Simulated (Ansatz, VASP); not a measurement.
**One calculation of SrHfO, two programs**

```
Sr Hf O
1.0
     4.16908    0.00000    0.00000
     0.00000    4.16908    0.00000
     0.00000    0.00000    5.94108
Sr Hf O
2 2 2
Direct
  0.00000 0.50000 0.71341
  0.50000 0.00000 0.28659
  0.00000 0.00000 0.50000
  0.50000 0.50000 0.50000
  0.00000 0.00000 0.00000
  0.50000 0.50000 0.00000
```

Change from the starting cell: species swapped into the GdOF type (P4/nmm, No. 129).

Alike in both runs: task single point; functional PBE; k mesh 4 × 4 × 4; occupations gaussian, width 0.1 eV; no spin polarisation.

|  | VASP | Ansatz |
| --- | --- | --- |
| version | VASP 6.6.1 | Ansatz 0.2.0 |
| potentials or method | VASP PAW PBE potentials, release 64 (Sr_sv, Hf_pv, O), cutoff 520 eV | scalar-relativistic, plane waves, PAW |
| valence electrons in the cell | 52 | 84 |

VASP gave:

```
gap on the k mesh at the Fermi level (eV) : none
rms of the force components (eV/Å)        : 4.135
```

Task: Which values does Ansatz return?

Result: gap on the k mesh at the Fermi level (eV): none; rms of the force components (eV/Å): 4.076.

Atom by atom the forces differ by 0.059 eV/Å (rms over components). A gap of «none» marks a metal or a gap that the smearing closes. VASP's potentials hold 52 valence electrons a cell and Ansatz's 84, so a difference there can come from the potentials and not from the codes.

The k mesh is coarse, so the values compare programs but aren't converged. Neither program's run includes spin-orbit coupling.
